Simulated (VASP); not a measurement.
Input of a VASP 6.6.1 run:

The input INCAR:

```
PREC     = Accurate       # precision mode
ENCUT    = 520            # plane-wave cutoff, eV
EDIFF    = 1E-7           # SCF threshold, eV
ISMEAR   = -1             # smearing method
SIGMA    = 0.05           # smearing width, eV
LREAL    = False          # projectors in reciprocal space
LASPH    = True           # aspherical terms in the spheres
NELM     = 150            # most SCF steps
ALGO     = Normal         # electronic algorithm
ISIF     = 2              # what is computed and relaxed
LWAVE    = False          # write WAVECAR
LCHARG   = True           # write CHGCAR
ISPIN    = 2              # spin polarisation
MAGMOM   = 3              # initial moments
LORBIT   = 11             # projections on sites
LMAXMIX  = 4              # l up to which the mixer works
GGA      = PE             # functional
LELF     = True           # ELF
LVHAR    = True         
NBANDS   = 14             # bands
```

File KPOINTS:

```
Automatic mesh
0
Gamma
  16 16 16
```

File POSCAR:

```
Fe
1.0
    0.0000000000      1.9352455294      1.9585328551
    1.4934281684      0.0000000000      1.9585328551
    1.4934281684      1.9352455294      0.0000000000
Fe
1
Direct
    0.0000000000      0.0000000000      0.0000000000
```

Potentials or basis: VASP PAW PBE potentials, release 64 (Fe).

Run with:

```sh
$ cat potpaw_PBE.64/Fe/POTCAR > POTCAR
$ mpirun -np 1 vasp_std > vasp.out
```

Q: Predict the site moments.

A: Fe +2.20 μB.

Q: What does it give for the pressure?

A: 1.4 GPa.

Stress tensor (GPa, compression positive):
```
-4.15  0.00  0.00
 0.00  5.10  0.00
 0.00  0.00  3.37
```

Caveat: the stress differs along the axes, from -4 to 5 GPa.
